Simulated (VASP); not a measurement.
# BP (m.b) (F-43m) in VASP: a series of runs

The runs below take BP (m.b) through single point, with PBE.

Program: VASP 6.6.1. These are calculated values, not measurements. Logs are shortened: lines on timing, memory, paths and dates and some standing lists are left out, and cuts for length are marked.

### 1 The cell of the first run

The structure is cubic, space group F-43m (No. 216). The conventional cell has a = 4.548 Å, b = 4.548 Å, c = 4.548 Å, α = 90.00°, β = 90.00°, γ = 90.00°. B (site symmetry -43m) has 4 P at 1.97 Å within 2.6 Å. P (site symmetry -43m) has 4 B at 1.97 Å within 2.6 Å.

### 2 Single point, PBE

Contents of INCAR:

```
SYSTEM = BP
ALGO = Normal ; EDIFF = 1E-6
ENCUT = 500 ; GGA = PE
GGA_COMPAT = .FALSE. ; ISIF = 2
ISMEAR = 0 ; LASPH = .TRUE.
LCHARG = .FALSE. ; LREAL = .FALSE.
LWAVE = .FALSE. ; NBANDS = 11
NELM = 120 ; PREC = Accurate
SIGMA = 0.02
```

Contents of KPOINTS:

```
k-points
0
G
  10 10 10
  0 0 0
```

Contents of POSCAR:

```
BP
1.0
    0.0000000000      2.2742142707      2.2742142707
    2.2742142707      0.0000000000      2.2742142707
    2.2742142707      2.2742142707      0.0000000000
B P
1 1
Direct
    0.0000000000      0.0000000000      0.0000000000
    0.2500000000      0.2500000000      0.2500000000
```

Potentials or basis: VASP PAW PBE potentials, release 64 (B, P).

Started as:

```console
$ cat potpaw_PBE.64/B/POTCAR potpaw_PBE.64/P/POTCAR > POTCAR
$ mpirun -np 1 vasp_std > vasp.out
```

OUTCAR:

```text
SYSTEM = BP
   EDIFF = 1E-6
   ENCUT = 500
   GGA = PE
   ISIF = 2
   ISMEAR = 0
   LASPH = .TRUE.
   LREAL = .FALSE.
   NELM = 120
   PREC = Accurate

 ion  position               nearest neighbor table
   1  0.000  0.000  0.000-   2 1.97   2 1.97   2 1.97   2 1.97
   2  0.250  0.250  0.250-   1 1.97   1 1.97   1 1.97   1 1.97

  LATTYP: Found a face centered cubic cell.
 ALAT       =     4.5484285414

  Lattice vectors:

 A1 = (   0.0000000000,   2.2742142707,   2.2742142707)
 A2 = (   2.2742142707,   0.0000000000,   2.2742142707)
 A3 = (   2.2742142707,   2.2742142707,   0.0000000000)

Analysis of symmetry for initial positions (statically):
=====================================================================
 Subroutine PRICEL returns:
 Original cell was already a primitive cell.

 Routine SETGRP: Setting up the symmetry group for a
 face centered cubic supercell.

 Subroutine GETGRP returns: Found 24 space group operations
 (whereof 24 operations were pure point group operations)
 out of a pool of 48 trial point group operations.

The static configuration has the point symmetry T_d .

Analysis of symmetry for dynamics (positions and initial velocities):
=====================================================================
 Subroutine PRICEL returns:
 Original cell was already a primitive cell.

 Routine SETGRP: Setting up the symmetry group for a
 face centered cubic supercell.

 Subroutine GETGRP returns: Found 24 space group operations
 (whereof 24 operations were pure point group operations)
 out of a pool of 48 trial point group operations.

The dynamic configuration has the point symmetry T_d .

 Subroutine INISYM returns: Found 24 space group operations
 (whereof 24 operations are pure point group operations),
 and found     1 'primitive' translations

----------------------------------------------------------------------------------------

                                     Primitive cell

  volume of cell :      23.5247

  direct lattice vectors                    reciprocal lattice vectors
     0.000000000  2.274214271  2.274214271    -0.219856153  0.219856153  0.219856153
     2.274214271  0.000000000  2.274214271     0.219856153 -0.219856153  0.219856153
     2.274214271  2.274214271  0.000000000     0.219856153  0.219856153 -0.219856153

  length of vectors
     3.216224665  3.216224665  3.216224665     0.380802027  0.380802027  0.380802027

  position of ions in fractional coordinates (direct lattice)
     0.000000000  0.000000000  0.000000000
     0.250000000  0.250000000  0.250000000

  ion indices of the primitive-cell ions
   primitive index   ion index
                 1           1
                 2           2

----------------------------------------------------------------------------------------

 KPOINTS: k-points

Automatic generation of k-mesh.
 Grid dimensions read from file:
 generate k-points for:   10   10   10

 Generating k-lattice:

  Cartesian coordinates                     Fractional coordinates (reciprocal lattice)
    -0.021985615  0.021985615  0.021985615     0.100000000  0.000000000  0.000000000
     0.021985615 -0.021985615  0.021985615     0.000000000  0.100000000  0.000000000
     0.021985615  0.021985615 -0.021985615     0.000000000  0.000000000  0.100000000

  Length of vectors
     0.038080203  0.038080203  0.038080203

  Shift w.r.t. Gamma in fractional coordinates (k-lattice)
     0.000000000  0.000000000  0.000000000

 Subroutine IBZKPT returns following result:
 ===========================================

 Found     47 irreducible k-points:

 Following reciprocal coordinates:
            Coordinates               Weight
  0.000000  0.000000  0.000000      1.000000
  0.100000  0.000000  0.000000      8.000000
  0.200000  0.000000  0.000000      8.000000
  0.300000  0.000000  0.000000      8.000000
  0.400000  0.000000  0.000000      8.000000
  0.500000  0.000000  0.000000      4.000000
[... 16 lines left out ...]
  0.300000  0.300000  0.000000      6.000000
  0.400000  0.300000  0.000000     24.000000
 [... further k-points ...]
   k-points           NKPTS =     47   k-points in BZ     NKDIM =     47   number of bands    NBANDS=     11
   number of dos      NEDOS =    301   number of ions     NIONS =      2
   total plane-waves  NPLWV =  13824
   dimension x,y,z NGX =    24 NGY =   24 NGZ =   24
   dimension x,y,z NGXF=    48 NGYF=   48 NGZF=   48
   ions per type =               1   1
   NGX,Y,Z   is equivalent  to a cutoff of  12.41, 12.41, 12.41 a.u.
   NGXF,Y,Z  is equivalent  to a cutoff of  24.81, 24.81, 24.81 a.u.
 SYSTEM =  BP
   PREC   = accura    normal or accurate (medium, high low for compatibility)
   ISTART =      0    job   : 0-new  1-cont  2-samecut
   ICHARG =      2    charge: 1-file 2-atom 10-const
   ISPIN  =      1    spin polarized calculation?
   LNONCOLLINEAR =      F non collinear calculations
   LSORBIT =      F    spin-orbit coupling
   LASPH  =      T    aspherical Exc in radial PAW
   ENCUT  =  500.0 eV  36.75 Ry    6.06 a.u.   5.86  5.86  5.86*2*pi/ulx,y,z
   NELM   =    120;   NELMIN=  2; NELMDL= -5     # of ELM steps
   EDIFF  = 0.1E-05   stopping-criterion for ELM
   LREAL  =      F    real-space projection
   EDIFFG = 0.1E-04   stopping-criterion for IOM
   NSW    =      0    number of steps for IOM
   IBRION =     -1    ionic relax: 0-MD 1-quasi-New 2-CG
   NFREE  =      0    steps in history (QN), initial steepest desc. (CG)
   ISIF   =      2    stress and relaxation
   ISYM   =      2    0-nonsym 1-usesym 2-fastsym
   POTIM  = 0.5000    time-step for ionic-motion
   TEBEG  =    0.0;   TEEND  =   0.0 temperature during run
   PSTRESS=    0.0 pullay stress
   NELECT =       8.0000    total number of electrons
   NUPDOWN=      -1.0000    fix difference up-down
   EMIN   =  10.00;   EMAX   =-10.00  energy-range for DOS
   EFERMI =   0.00;   METHOD = LEGACY
   ISMEAR =     0;   SIGMA  =   0.02  broadening in eV -4-tet -1-fermi 0-gaus
   EFERMI_NEDOS =   21; number of points for ismear=-14 and -15
   IALGO  =     38    algorithm
   IMIX   =      4    mixing-type and parameters
     AMIX     =   0.40;   BMIX     =  1.00
     AMIX_MAG =   1.60;   BMIX_MAG =  1.00
  volume/ion in A,a.u.               =      11.76        79.38
  Fermi-wavevector in a.u.,A,eV,Ry     =   1.142694  2.159379 17.765815  1.305751
  Thomas-Fermi vector in A             =   2.279392
   LORBIT       =      0    0 simple, 1 ext, 2 COOP (PROOUT), +10 PAW based schemes
   GGA     = PE    functional components
   LHFCALC =     F    Hartree Fock is set to
   AEXX    =    0.0000 exact exchange contribution
   IVDW    =     0    specifies the selected vdW correction
   LEPSILON=     F    determine dielectric tensor
   LRPA    =     F    only Hartree local field effects (RPA)
 non-spin polarized calculation
 Gauss-broadening in eV      SIGMA  =   0.02
  energy-cutoff  :      500.00
  volume of cell :       23.52
 maximum number of plane-waves:       610
   NGX = 11   NGY = 11   NGZ = 11

 number of electron       8.0000000 magnetization

 Free energy of the ion-electron system (eV)
  ---------------------------------------------------
  ext. energy  EPLUGINS =         0.00000000
  ---------------------------------------------------
  free energy    TOTEN  =       -12.93057221 eV

  energy without entropy =      -12.93057221  energy(sigma->0) =      -12.93057221

 E-fermi :   7.4750     XC(G=0): -10.8776

 val. band max:        7.3516591377   @ k =   0.0000   0.0000   0.0000
 cond. band min:       8.6002789982   @ k =   0.4000   0.4000   0.0000
 fundamental gap:      1.2486198605
 Fermi energy:         7.4749505767

 k-point     1 :       0.0000    0.0000    0.0000
  band No.  band energies     occupation
      1      -8.0474      2.00000
      2       7.3517      2.00000
      3       7.3517      2.00000
      4       7.3517      2.00000
      5      10.7423      0.00000
      6      10.7423      0.00000
      7      10.7423      0.00000
      8      14.6213      0.00000
      9      18.8182      0.00000
     10      19.4608      0.00000
     11      19.4608      0.00000

 k-point     2 :       0.1000    0.0000    0.0000
  band No.  band energies     occupation
      1      -7.8683      2.00000
      2       6.0547      2.00000
      3       7.0588      2.00000
      4       7.0588      2.00000
      5      11.1481      0.00000
      6      11.1481      0.00000
      7      11.1721      0.00000
      8      15.1496      0.00000
      9      18.7813      0.00000
     10      18.7813      0.00000
     11      19.3832      0.00000

 k-point     3 :       0.2000    0.0000    0.0000
  band No.  band energies     occupation
      1      -7.3378      2.00000
      2       3.7232      2.00000
      3       6.5026      2.00000
      4       6.5026      2.00000
      5      11.3575      0.00000
      6      11.8652      0.00000
      7      11.8652      0.00000
      8      16.3426      0.00000
      9      18.1831      0.00000
     10      18.1831      0.00000
     11      20.2409      0.00000

 k-point     4 :       0.3000    0.0000    0.0000
  band No.  band energies     occupation
      1      -6.4862      2.00000
      2       1.3757      2.00000
      3       6.0157      2.00000
      4       6.0157      2.00000
      5      11.2565      0.00000
      6      12.1978      0.00000
      7      12.1978      0.00000
      8      17.2817      0.00000
      9      18.7523      0.00000
     10      18.7523      0.00000
     11      20.4933      0.00000
[... 239 lines left out ...]
 k-point    22 :      -0.2000    0.2000    0.0000
  band No.  band energies     occupation
      1      -6.1964      2.00000
      2       2.1192      2.00000
      3       3.2067      2.00000
      4       6.1139      2.00000
      5      11.8092      0.00000
      6      12.6501      0.00000
      7      13.7090      0.00000
      8      15.6429      0.00000
      9      16.8487      0.00000
     10      20.9179      0.00000
     11      23.0662      0.00000

 k-point    23 :       0.3000    0.3000    0.0000
  band No.  band energies     occupation
      1      -5.9453      2.00000
      2       2.5261      2.00000
      3       4.1512      2.00000
      4       4.1512      2.00000
      5       8.8812      0.00000
      6      11.2649      0.00000
      7      16.1739      0.00000
      8      16.1739      0.00000
      9      20.3215      0.00000
     10      21.7056      0.00000
     11      23.8048      0.00000

 k-point    24 :       0.4000    0.3000    0.0000
  band No.  band energies     occupation
      1      -5.1260      2.00000
      2       1.2065      2.00000
      3       3.3290      2.00000
      4       3.8580      2.00000
      5       9.1686      0.00000
      6      10.9767      0.00000
      7      16.7806      0.00000
      8      16.7959      0.00000
      9      21.2721      0.00000
     10      22.5746      0.00000
     11      24.3120      0.00000

 [... further k-points ...]

------------------------ aborting loop because EDIFF is reached ----------------------------------------

  FORCE on cell =-STRESS in cart. coord.  units (eV):
  Direction    XX          YY          ZZ          XY          YZ          ZX
  --------------------------------------------------------------------------------------
  -------------------------------------------------------------------------------------
  Total       -0.0332024     -0.0332024     -0.0332024      0.0000000      0.0000000      0.0000000
  in kB       -2.2612853     -2.2612853     -2.2612853      0.0000000      0.0000000      0.0000000
  external PRESSURE =      -2.2612853 kB  Pullay stress =       0.0000000 kB

 VOLUME and BASIS-vectors are now :
 -----------------------------------------------------------------------------
  energy-cutoff  :      500.00
  volume of cell :       23.52
      direct lattice vectors                 reciprocal lattice vectors
     0.000000000  2.274214271  2.274214271    -0.219856153  0.219856153  0.219856153
     2.274214271  0.000000000  2.274214271     0.219856153 -0.219856153  0.219856153
     2.274214271  2.274214271  0.000000000     0.219856153  0.219856153 -0.219856153

 POSITION                                       TOTAL-FORCE (eV/Angst)
 -----------------------------------------------------------------------------------
      0.00000      0.00000      0.00000         0.000000      0.000000     -0.000000
      1.13711      1.13711      1.13711        -0.000000     -0.000000      0.000000
 -----------------------------------------------------------------------------------
    total drift:                                0.000000      0.000000      0.000000

  FREE ENERGIE OF THE ION-ELECTRON SYSTEM (eV)
  ---------------------------------------------------
  free  energy   TOTEN  =       -12.9305722115 eV

  energy  without entropy=      -12.9305722115  energy(sigma->0) =      -12.93057221
```

Run time: 27 s. Hardware: 1 thread of AMD EPYC 7R13, shared host; peak memory 0.11 GiB.

What came out:

```
Free energy            : -12.9306 eV
Pressure               : -0.2 GPa
Band gap on the k mesh : 1.25 eV, indirect (least direct gap 3.39 eV)
```

A k mesh can miss the band edges. As with any semilocal functional, this PBE gap is likely too small.

### 3 Single point, PBE

Contents of INCAR:

```
ALGO     = Normal         # electronic algorithm
EDIFF    = 1E-6           # SCF threshold, eV
ENCUT    = 500            # plane-wave cutoff, eV
GGA      = PE             # functional
GGA_COMPAT= False        
ISIF     = 2              # what is computed and relaxed
ISMEAR   = 0              # smearing method
LASPH    = True           # aspherical terms in the spheres
LCHARG   = False          # write CHGCAR
LREAL    = False          # projectors in reciprocal space
LWAVE    = False          # write WAVECAR
NBANDS   = 11             # bands
NELM     = 120            # most SCF steps
PREC     = Accurate       # precision mode
SIGMA    = 0.02           # smearing width, eV
```

Contents of KPOINTS:

```
k-points
0
Gamma
  10 10 10
```

POSCAR is that of step 2.

Potentials or basis: VASP PAW PBE potentials, release 64 (B, P).

Started as:

```console
$ cat potpaw_PBE.64/B/POTCAR potpaw_PBE.64/P/POTCAR > POTCAR
$ mpirun -np 1 vasp_std > vasp.out
```

It took 15 s on 1 thread of AMD EPYC 7R13, shared host; peak memory 0.11 GiB.

Results (log left out):

| Quantity | Value |
| --- | --- |
| Free energy | -12.9306 eV |
| Pressure | -0.2 GPa |
| Band gap on the k mesh | 1.25 eV, indirect (least direct gap 3.39 eV) |

Levels at points of the mesh, in eV from the valence-band top:
```tsv
k point	band 2	band 3	band 4	band 5	band 6	band 7
(0.00, 0.00, 0.00)	0.00	0.00	0.00	3.39	3.39	3.39
(0.50, 0.00, 0.00)	-8.98	-1.75	-1.75	3.74	4.71	4.71
(0.50, 0.50, 0.00)	-8.55	-4.09	-4.09	1.35	1.67	12.06
```
